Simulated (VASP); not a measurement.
Wanted: the native input for a VASP 6.6.1 run.

```
Task                   : single point
Functional             : PBEsol
Potentials or basis    : VASP PAW PBE potentials, release 64 (Mg, S)
Cutoff                 : 520 eV
k mesh                 : 8 × 8 × 8
Occupations            : gaussian, width 0.05 eV
Spin                   : no spin polarisation
Dipole correction      : no
Further INCAR settings : ALGO = Normal; EDIFF = 1e-07; NBANDS = 11
```

The structure of MgS lies in POSCAR:

```
MgS
1.0
    0.0000000000      2.6016500000      2.5626252500
    2.6016500000      0.0000000000      2.5626252500
    2.6016500000      2.6016500000      0.0000000000
Mg S
1 1
Direct
    0.0000000000      0.0000000000      0.0000000000
    0.5000000000      0.5000000000      0.5000000000
```

This cell differs from its parent crystal: strain +0.000 along x and y, -0.015 along z.

One way to write it, as run:

INCAR

```
SYSTEM = MgS
  PREC = Accurate
  ENCUT = 520
  EDIFF = 1E-7
  ISMEAR = 0
  SIGMA = 0.05
  LREAL = .FALSE.
  LASPH = .TRUE.
  NELM = 80
  ALGO = Normal
  ISIF = 2
  LWAVE = .FALSE.
  LCHARG = .FALSE.
  GGA = PS
  NBANDS = 11
```

KPOINTS

```
regular mesh
0
G
  8 8 8
  0 0 0
```

Potentials or basis: VASP PAW PBE potentials, release 64 (Mg, S).

Command:

```bash
$ cat potpaw_PBE.64/Mg/POTCAR potpaw_PBE.64/S/POTCAR > POTCAR
$ mpirun -np 1 vasp_std > vasp.out
```

It gave:

| Item | Value |
| --- | --- |
| Pressure | 0.1 GPa |
| Band gap on the k mesh | 2.66 eV, indirect (least direct gap 3.69 eV) |

Caveat: the cell differs from its parent crystal (strain +0.000 along x and y, -0.015 along z); the PAW data sets were made with another functional, which shifts forces and pressure a little.

Run time: 17 s on 1 thread of AMD EPYC 7R13 (shared host), peak memory 0.17 GiB.
